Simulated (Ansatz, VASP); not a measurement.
## K in VASP and in Ansatz

```
CELL_PARAMETERS angstrom
-2.28703 2.28703 3.43055
2.28703 -2.28703 3.43055
2.28703 2.28703 -3.43055
ATOMIC_POSITIONS crystal
K 0.00000 0.00000 0.00000
```

Alike in both runs: task single point; functional PBEsol; k mesh 14 × 14 × 14; occupations gaussian, width 0.15 eV; no spin polarisation.

|  | VASP | Ansatz |
| --- | --- | --- |
| version | VASP 6.6.1 | Ansatz 0.2.0 |
| potentials or method | VASP PAW PBE potentials, release 64 (K_sv), cutoff 520 eV | scalar-relativistic, plane waves, PAW |
| valence electrons in the cell | 9 | 9 |

```csv
,VASP,Ansatz,Ansatz less VASP
gap on the k mesh at the Fermi level (eV),none,none,-
pressure (GPa),0.0,0.0,+0.01
"traceless stress, the component that is largest in VASP (GPa)",-0.05,-0.05,0.000
```

VASP's potentials were made for PBE, not for PBEsol. A gap of «none» marks a metal or a gap that the smearing closes. The functional is the same, so the differences come from potentials, cutoffs and numerics.
